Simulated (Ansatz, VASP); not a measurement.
## Pd: VASP beside Ansatz

INCAR

```
ALGO = Normal
EDIFF = 1E-6
ENCUT = 520
GGA = PS
ISIF = 2
ISMEAR = -1
LASPH = True
LCHARG = False
LREAL = False
LWAVE = False
NBANDS = 11
NELM = 80
PREC = Accurate
SIGMA = 0.05
```

The input KPOINTS:

```
k-points
0
Gamma
  19 19 19
```

File POSCAR:

```
Pd
1.0
    0.0000000000      1.8573644759      1.8573644759
    1.8573644759      0.0000000000      1.8573644759
    1.8573644759      1.8573644759      0.0000000000
Pd
1
Direct
    0.0000000000      0.0000000000      0.0000000000
```

Input for Ansatz:

```yaml
crystal:
  lattice:
    - [0.0, 1.8573644759, 1.8573644759]
    - [1.8573644759, 0.0, 1.8573644759]
    - [1.8573644759, 1.8573644759, 0.0]
  atoms:
    - { symbol: Pd, position: [0.0, 0.0, 0.0] }
kpoints:
  mp_grid: { grid: [19, 19, 19] }
scf:
  occupations: { method: fermi_dirac, width: 0.05 }
hamiltonian:
  xc: pbesol
  pseudopotentials: { kind: all_electron, lapw: { basis_error: 0.001 } }
output:
  forces: true
  stress: true
  eigenvalues: true
  populations: true
```

Change from the starting cell: volume scaled by 0.88, LAPW.

Alike in both runs: task single point; functional PBEsol; k mesh 19 × 19 × 19; occupations fermi-dirac, width 0.05 eV; no spin polarisation.

|  | VASP | Ansatz |
| --- | --- | --- |
| version | VASP 6.6.1 | Ansatz 0.2.0 |
| potentials or method | VASP PAW PBE potentials, release 64 (Pd), cutoff 520 eV | all-electron LAPW, scalar-relativistic |

Ansatz gave:

| Item | Value |
| --- | --- |
| pressure (GPa) | 36.7 |

Problem. What did VASP give for the same quantities?

Solution. Pressure (GPa): 36.2.

VASP's potentials were made for PBE, not for PBEsol. Both programs put the cell under a high pressure, so it lies far from rest at this level. Ansatz ran all-electron here, and VASP with PAW potentials.
